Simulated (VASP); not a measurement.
# SiO2 (Pbam) in VASP: single point with PBE

Aim: the single point of SiO2 with PBE.

Everything below comes from runs of VASP 6.6.1. Logs are shortened: lines on timing, memory, paths and dates and some standing lists are left out, and cuts for length are marked.

### Step 1. The cell of the first run

Symmetry: Pbam, No. 55, orthorhombic system. The conventional cell has a = 3.987 Å, b = 5.987 Å, c = 3.585 Å, α = 90.00°, β = 90.00°, γ = 90.00°. Si (site symmetry 2/m) has 4 O at 1.95 Å within 2.6 Å. Within 2.0 Å of O (site symmetry m) lie 1 O at 1.54 Å and 2 Si at 1.95 Å.

The cell was generated, and may not be a known phase.

### Step 2. Single point, PBE, collinear spin, ferromagnetic start

INCAR reads:

```
PREC = Accurate
ENCUT = 520
EDIFF = 1E-6
ISMEAR = 0
SIGMA = 0.1
LREAL = False
LASPH = True
NELM = 150
ALGO = Normal
ISIF = 2
LWAVE = False
LCHARG = False
ISPIN = 2
MAGMOM = 0 0 1 1 1 1
LORBIT = 11
GGA = PE
NBANDS = 29
```

KPOINTS reads:

```
regular mesh
0
Gamma
  4 4 6
```

POSCAR reads:

```
SiO2
1.0
    3.9869252741      0.0000000000      0.0000000000
    0.0000000000      5.9873081802      0.0000000000
    0.0000000000      0.0000000000      3.5850158785
Si O
2 4
Direct
    0.0000000000      0.5000000000      0.5000000000
    0.5000000000      0.0000000000      0.5000000000
    0.1899532613      0.4780498832      0.0000000000
    0.8100467387      0.5219501168      0.0000000000
    0.3100467387      0.9780498832      0.0000000000
    0.6899532613      0.0219501168      0.0000000000
```

Potentials or basis: VASP PAW PBE potentials, release 64 (Si, O).

Started as:

```bash
$ cat potpaw_PBE.64/Si/POTCAR potpaw_PBE.64/O/POTCAR > POTCAR
$ mpirun -np 1 vasp_std > vasp.out
```

OUTCAR:

```text
PREC = Accurate
   ENCUT = 520
   EDIFF = 1E-6
   ISMEAR = 0
   LREAL = False
   LASPH = True
   NELM = 150
   ISIF = 2
   ISPIN = 2
   LORBIT = 11
   GGA = PE

 ion  position               nearest neighbor table
   1  0.000  0.500  0.500-   3 1.95   4 1.95   3 1.95   4 1.95
   2  0.500  0.000  0.500-   5 1.95   6 1.95   5 1.95   6 1.95
   3  0.190  0.478  0.000-   4 1.54   1 1.95   1 1.95
   4  0.810  0.522  0.000-   3 1.54   1 1.95   1 1.95
   5  0.310  0.978  0.000-   6 1.54   2 1.95   2 1.95
   6  0.690  0.022  0.000-   5 1.54   2 1.95   2 1.95

  LATTYP: Found a simple orthorhombic cell.
 ALAT       =     3.5850158785
 B/A-ratio  =     1.1121081215
 C/A-ratio  =     1.6700925137

  Lattice vectors:

 A1 = (   0.0000000000,   0.0000000000,   3.5850158785)
 A2 = (   3.9869252741,   0.0000000000,   0.0000000000)
 A3 = (   0.0000000000,   5.9873081802,   0.0000000000)

Analysis of symmetry for initial positions (statically):
=====================================================================
 Subroutine PRICEL returns:
 Original cell was already a primitive cell.

 Routine SETGRP: Setting up the symmetry group for a
 simple orthorhombic supercell.

 Subroutine GETGRP returns: Found  8 space group operations
 (whereof  4 operations were pure point group operations)
 out of a pool of  8 trial point group operations.

The static configuration has the point symmetry C_2h.
 The point group associated with its full space group is D_2h.

Analysis of symmetry for dynamics (positions and initial velocities):
=====================================================================
 Subroutine PRICEL returns:
 Original cell was already a primitive cell.

 Routine SETGRP: Setting up the symmetry group for a
 simple orthorhombic supercell.

 Subroutine GETGRP returns: Found  8 space group operations
 (whereof  4 operations were pure point group operations)
 out of a pool of  8 trial point group operations.

The dynamic configuration has the point symmetry C_2h.
 The point group associated with its full space group is D_2h.

Analysis of structural, dynamic, and magnetic symmetry:
=====================================================================
 Subroutine PRICEL returns:
 Original cell was already a primitive cell.

 Routine SETGRP: Setting up the symmetry group for a
 simple orthorhombic supercell.

 Subroutine GETGRP returns: Found  8 space group operations
 (whereof  4 operations were pure point group operations)
 out of a pool of  8 trial point group operations.

The overall configuration has the point symmetry C_2h.
 The point group associated with its full space group is D_2h.

 Subroutine INISYM returns: Found  8 space group operations
 (whereof  4 operations are pure point group operations),
 and found     1 'primitive' translations

----------------------------------------------------------------------------------------

                                     Primitive cell

  volume of cell :      85.5777

  direct lattice vectors                    reciprocal lattice vectors
     3.986925274  0.000000000  0.000000000     0.250819850  0.000000000  0.000000000
     0.000000000  5.987308180  0.000000000     0.000000000  0.167019965  0.000000000
     0.000000000  0.000000000  3.585015879     0.000000000  0.000000000  0.278938792

  length of vectors
     3.986925274  5.987308180  3.585015879     0.250819850  0.167019965  0.278938792

  position of ions in fractional coordinates (direct lattice)
     0.000000000  0.500000000  0.500000000
     0.500000000  0.000000000  0.500000000
     0.189953261  0.478049883  0.000000000
     0.810046739  0.521950117  0.000000000
     0.310046739  0.978049883  0.000000000
     0.689953261  0.021950117  0.000000000

  ion indices of the primitive-cell ions
   primitive index   ion index
                 1           1
                 2           2
                 3           3
                 4           4
                 5           5
                 6           6

----------------------------------------------------------------------------------------

[... 50 lines left out ...]
 [... further k-points ...]
   k-points           NKPTS =     36   k-points in BZ     NKDIM =     36   number of bands    NBANDS=     29
   number of dos      NEDOS =    301   number of ions     NIONS =      6
   total plane-waves  NPLWV =  40320
   dimension x,y,z NGX =    30 NGY =   48 NGZ =   28
   dimension x,y,z NGXF=    60 NGYF=   96 NGZF=   56
   ions per type =               2   4
   NGX,Y,Z   is equivalent  to a cutoff of  12.51, 13.33, 12.98 a.u.
   NGXF,Y,Z  is equivalent  to a cutoff of  25.02, 26.66, 25.97 a.u.
 SYSTEM =  unknown system
   PREC   = accura    normal or accurate (medium, high low for compatibility)
   ISTART =      0    job   : 0-new  1-cont  2-samecut
   ICHARG =      2    charge: 1-file 2-atom 10-const
   ISPIN  =      2    spin polarized calculation?
   LNONCOLLINEAR =      F non collinear calculations
   LSORBIT =      F    spin-orbit coupling
   LASPH  =      T    aspherical Exc in radial PAW
   ENCUT  =  520.0 eV  38.22 Ry    6.18 a.u.   7.41 11.13  6.67*2*pi/ulx,y,z
   NELM   =    150;   NELMIN=  2; NELMDL= -5     # of ELM steps
   EDIFF  = 0.1E-05   stopping-criterion for ELM
   LREAL  =      F    real-space projection
   EDIFFG = 0.1E-04   stopping-criterion for IOM
   NSW    =      0    number of steps for IOM
   IBRION =     -1    ionic relax: 0-MD 1-quasi-New 2-CG
   NFREE  =      0    steps in history (QN), initial steepest desc. (CG)
   ISIF   =      2    stress and relaxation
   ISYM   =      2    0-nonsym 1-usesym 2-fastsym
   POTIM  = 0.5000    time-step for ionic-motion
   TEBEG  =    0.0;   TEEND  =   0.0 temperature during run
   PSTRESS=    0.0 pullay stress
   NELECT =      32.0000    total number of electrons
   NUPDOWN=      -1.0000    fix difference up-down
   EMIN   =  10.00;   EMAX   =-10.00  energy-range for DOS
   EFERMI =   0.00;   METHOD = LEGACY
   ISMEAR =     0;   SIGMA  =   0.10  broadening in eV -4-tet -1-fermi 0-gaus
   EFERMI_NEDOS =   21; number of points for ismear=-14 and -15
   IALGO  =     38    algorithm
   IMIX   =      4    mixing-type and parameters
     AMIX     =   0.40;   BMIX     =  1.00
     AMIX_MAG =   1.60;   BMIX_MAG =  1.00
  volume/ion in A,a.u.               =      14.26        96.25
  Fermi-wavevector in a.u.,A,eV,Ry     =   1.179427  2.228795 18.926372  1.391049
  Thomas-Fermi vector in A             =   2.315738
   LORBIT       =     11    0 simple, 1 ext, 2 COOP (PROOUT), +10 PAW based schemes
   GGA     = PE    functional components
   LHFCALC =     F    Hartree Fock is set to
   AEXX    =    0.0000 exact exchange contribution
   IVDW    =     0    specifies the selected vdW correction
   LEPSILON=     F    determine dielectric tensor
   LRPA    =     F    only Hartree local field effects (RPA)
 spin polarized calculation
 Gauss-broadening in eV      SIGMA  =   0.10
  energy-cutoff  :      520.00
  volume of cell :       85.58
 maximum number of plane-waves:      2338
 NGX is ok and might be reduce to    30
   NGX = 15   NGY = 23   NGZ = 13

 number of electron      32.0000016 magnetization       0.0001085

 number of electron      32.0000016 magnetization      -0.0000928

 Free energy of the ion-electron system (eV)
  ---------------------------------------------------
  ext. energy  EPLUGINS =         0.00000000
  ---------------------------------------------------
  free energy    TOTEN  =       -29.96381765 eV

  energy without entropy =      -29.95777943  energy(sigma->0) =      -29.96079854

 E-fermi :   3.8631     XC(G=0):  -9.3494

 val. band max:        3.7708797079   @ k =   0.2500   0.0000   0.3333
 cond. band min:       3.9103970364   @ k =   0.5000   0.2500   0.0000
 fundamental gap:      0.1395173286
 Fermi energy:         3.8630599103

 spin component 1

 k-point     1 :       0.0000    0.0000    0.0000
  band No.  band energies     occupation
      1     -20.0057      1.00000
      2     -19.8182      1.00000
      3     -13.0595      1.00000
      4     -12.8929      1.00000
      5      -5.2062      1.00000
      6      -4.9524      1.00000
[... 733 lines left out ...]
     27      14.6040      0.00000
     28      14.6040      0.00000

 [... further k-points ...]

 spin component 2

 k-point     1 :       0.0000    0.0000    0.0000
  band No.  band energies     occupation
      1     -20.0056      1.00000
      2     -19.8182      1.00000
      3     -13.0595      1.00000
      4     -12.8929      1.00000
      5      -5.2062      1.00000
      6      -4.9524      1.00000
[... 733 lines left out ...]
     27      14.6040      0.00000
     28      14.6040      0.00000

 [... further k-points ...]

 [bands above 28 left out]

------------------------ aborting loop because EDIFF is reached ----------------------------------------

  FORCE on cell =-STRESS in cart. coord.  units (eV):
  Direction    XX          YY          ZZ          XY          YZ          ZX
  --------------------------------------------------------------------------------------
  -------------------------------------------------------------------------------------
  Total        0.5481949     -0.2148064      0.3518981     -0.0000000      0.0000000      0.0000000
  in kB       10.2632465     -4.0215827      6.5881983     -0.0000000      0.0000000      0.0000000
  external PRESSURE =       4.2766207 kB  Pullay stress =       0.0000000 kB

 VOLUME and BASIS-vectors are now :
 -----------------------------------------------------------------------------
  energy-cutoff  :      520.00
  volume of cell :       85.58
      direct lattice vectors                 reciprocal lattice vectors
     3.986925274  0.000000000  0.000000000     0.250819850  0.000000000  0.000000000
     0.000000000  5.987308180  0.000000000     0.000000000  0.167019965  0.000000000
     0.000000000  0.000000000  3.585015879     0.000000000  0.000000000  0.278938792

 POSITION                                       TOTAL-FORCE (eV/Angst)
 -----------------------------------------------------------------------------------
      0.00000      2.99365      1.79251         0.000000      0.000000      0.000000
      1.99346      0.00000      1.79251         0.000000      0.000000      0.000000
      0.75733      2.86223      0.00000         0.215914     -0.024586      0.000000
      3.22960      3.12508      0.00000        -0.215914      0.024586     -0.000000
      1.23613      5.85589      0.00000        -0.215914     -0.024586     -0.000000
      2.75079      0.13142      0.00000         0.215914      0.024586      0.000000
 -----------------------------------------------------------------------------------
    total drift:                                0.000000      0.000000     -0.000000

  FREE ENERGIE OF THE ION-ELECTRON SYSTEM (eV)
  ---------------------------------------------------
  free  energy   TOTEN  =       -29.9638176487 eV

  energy  without entropy=      -29.9577794283  energy(sigma->0) =      -29.96079854

 total charge

# of ion       s       p       d       tot
------------------------------------------
    1        0.902   0.501   0.000   1.403
    2        0.902   0.501   0.000   1.403
    3        1.615   3.284   0.000   4.898
    4        1.615   3.284   0.000   4.898
    5        1.615   3.284   0.000   4.898
    6        1.615   3.284   0.000   4.898
--------------------------------------------------
tot          8.262  14.137   0.000  22.400

 magnetization (x)

# of ion       s       p       d       tot
------------------------------------------
    1        0.000  -0.000   0.000  -0.000
    2        0.000  -0.000   0.000  -0.000
    3       -0.000   0.000   0.000   0.000
    4       -0.000   0.000   0.000   0.000
    5       -0.000   0.000   0.000   0.000
    6       -0.000   0.000   0.000   0.000
--------------------------------------------------
tot          0.000  -0.000   0.000   0.000
```

It took 96 s on 1 thread of AMD EPYC 9R45 (Zen 5), shared host; peak memory 0.26 GiB.

What came out:

* Free energy: -29.9638 eV
* Pressure: 0.4 GPa
* Largest force: 0.217 eV/Å
* Band gap on the k mesh: zero (filled and empty bands overlap)
* Net moment: 0.00 μB per cell
* Valence electrons inside the program's atomic spheres: Si 1.40; O 4.90

Forces on the atoms (eV/Å):
```
Si   0.000  0.000  0.000
Si   0.000  0.000  0.000
O    0.216 -0.025  0.000
O   -0.216  0.025  0.000
O   -0.216 -0.025  0.000
O    0.216  0.025  0.000
```

Levels at points of the mesh, in eV from the Fermi level:
Spin up:
```
           k point  band 14  band 15  band 16  band 17  band 18  band 19
(0.00, 0.00, 0.00)    -3.49    -2.68    -1.69     0.67     2.36     2.58
(0.50, 0.00, 0.00)    -4.27    -2.39    -2.39     0.33     0.33     1.53
(0.00, 0.50, 0.00)    -3.95    -2.21    -2.21     2.45     2.45     2.53
(0.50, 0.50, 0.00)    -4.31    -2.38    -2.38    -0.22    -0.22     1.05
(0.00, 0.00, 0.50)    -1.61    -1.60    -0.59     1.53     2.57     2.59
(0.50, 0.00, 0.50)    -2.20     0.07     0.07     0.56     0.56     0.66
(0.00, 0.50, 0.50)    -2.05    -1.00    -1.00     2.02     2.02     2.57
(0.50, 0.50, 0.50)    -2.38     0.32     0.32     0.46     0.46     0.70
```
Spin down:
```csv
k point,band 13,band 14,band 15,band 16,band 17,band 18,band 19,band 20
"(0.00, 0.00, 0.00)",-3.89,-3.49,-2.68,-1.69,0.67,2.36,2.58,2.59
"(0.50, 0.00, 0.00)",-4.27,-4.27,-2.39,-2.39,0.33,0.33,1.53,1.53
"(0.00, 0.50, 0.00)",-3.95,-3.95,-2.21,-2.21,2.45,2.45,2.53,2.53
"(0.50, 0.50, 0.00)",-4.31,-4.31,-2.38,-2.38,-0.22,-0.22,1.05,1.05
"(0.00, 0.00, 0.50)",-2.48,-1.61,-1.60,-0.59,1.53,2.57,2.59,2.99
"(0.50, 0.00, 0.50)",-2.20,-2.20,0.07,0.07,0.56,0.56,0.66,0.66
"(0.00, 0.50, 0.50)",-2.05,-2.05,-1.00,-1.00,2.02,2.02,2.57,2.57
"(0.50, 0.50, 0.50)",-2.38,-2.38,0.32,0.32,0.46,0.46,0.70,0.70
```

Caveat: the k points lie up to 0.39 Å⁻¹ apart, too coarse for converged energies and pressures of a metal.

The gap in the log of VASP goes by the Fermi energy; the results here count the filled bands.